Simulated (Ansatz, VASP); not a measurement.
One calculation of CdSe, two programs

```
Cd Se
1.0
     0.00000    3.07027    3.07027
     3.07027    0.00000    3.07027
     3.07027    3.07027    0.00000
Cd Se
1 1
Direct
  0.00000 0.00000 0.00000
  0.75000 0.75000 0.75000
```

Alike in both runs: task single point; functional PBE; k mesh 3 × 3 × 3; no spin polarisation.

```csv
,VASP,Ansatz
version,VASP 6.6.1,Ansatz 0.2.0
potentials or method,"VASP PAW PBE potentials, release 64 (Cd, Se), cutoff 500 eV","plane waves, PAW"
occupations,"gaussian, width 0.01 eV",fixed
valence electrons in the cell,18,36
```

|  | VASP | Ansatz | Ansatz less VASP |
| --- | --- | --- | --- |
| gap on the k mesh at the Fermi level (eV) | 0.50 | 0.50 | +0.001 |

VASP's potentials hold 18 valence electrons a cell and Ansatz's 36, so a difference there can come from the potentials and not from the codes.

The k mesh is coarse, so the values compare programs but aren't converged.
